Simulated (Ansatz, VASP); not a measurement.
## Two plane-wave programs on AlN

INCAR

```
SYSTEM = AlN
ALGO = Normal ; EDIFF = 1E-6
EDIFFG = -0.01 ; ENCUT = 520
GGA = PE ; IBRION = 2
ISIF = 2 ; ISMEAR = 0
LASPH = .True. ; LCHARG = .False.
LREAL = .False. ; LWAVE = .False.
NELM = 80 ; NSW = 60
PREC = Accurate ; SIGMA = 0.05
```

Contents of KPOINTS:

```
k-points
0
Gamma
  10 10 6
  0 0 0
```

Contents of POSCAR:

```
AlN
1.0
    3.1130000000      0.0000000000      0.0000000000
   -1.5565000000      2.6959370820      0.0000000000
    0.0000000000      0.0000000000      4.9810000000
Al N
2 2
Direct
    0.3333333333      0.6666666667     -0.0007699051
    0.6666666667      0.3333333333      0.4992300949
    0.3333333333      0.6666666667      0.3807699051
    0.6666666667      0.3333333333      0.8807699051
```

Input for Ansatz:

```yaml
crystal:
  lattice:
    - [3.113, 0.0, 0.0]
    - [-1.5565, 2.695937082, 0.0]
    - [0.0, 0.0, 4.981]
  atoms:
    - { symbol: Al, position: [0.3333333333, 0.6666666667, -0.0007699053] }
    - { symbol: Al, position: [0.6666666667, 0.3333333333, 0.4992300947] }
    - { symbol: "N", position: [0.3333333333, 0.6666666667, 0.3807699053] }
    - { symbol: "N", position: [0.6666666667, 0.3333333333, 0.8807699053] }
basis:
  ecutwfc: 420
  ecutrho_ratio: 4
kpoints:
  mp_grid: { grid: [10, 10, 6] }
hamiltonian:
  xc: pbe
  pseudopotentials: { kind: paw, frozen_core: stored }
scf:
  occupations: { method: gaussian, width: 0.05 }
output:
  forces: true
  stress: true
  eigenvalues: true
  populations: true
  efg:
    contact_densities: true
    quadrupole_moments_barn: { "N": 0.02044, Al: 0.1466 }
relax:
  f_tol: 0.01
  max_steps: 40
```

Alike in both runs: task relaxation of the atoms; functional PBE; k mesh 10 × 10 × 6; occupations gaussian, width 0.05 eV; no spin polarisation.

|  | VASP | Ansatz |
| --- | --- | --- |
| version | VASP 6.6.1 | Ansatz 0.2.0 |
| potentials or method | VASP PAW PBE potentials, release 64 (Al, N), cutoff 520 eV | scalar-relativistic, plane waves, PAW |
| valence electrons in the cell | 16 | 16 |

Ansatz gave:

| Property | Result |
| --- | --- |
| gap on the k mesh at the Fermi level, each at its own relaxed structure (eV) | 4.18 |

What did VASP give for the same quantities?

gap on the k mesh at the Fermi level, each at its own relaxed structure (eV): 4.19.

Ansatz's warnings: stress scf threshold loose.
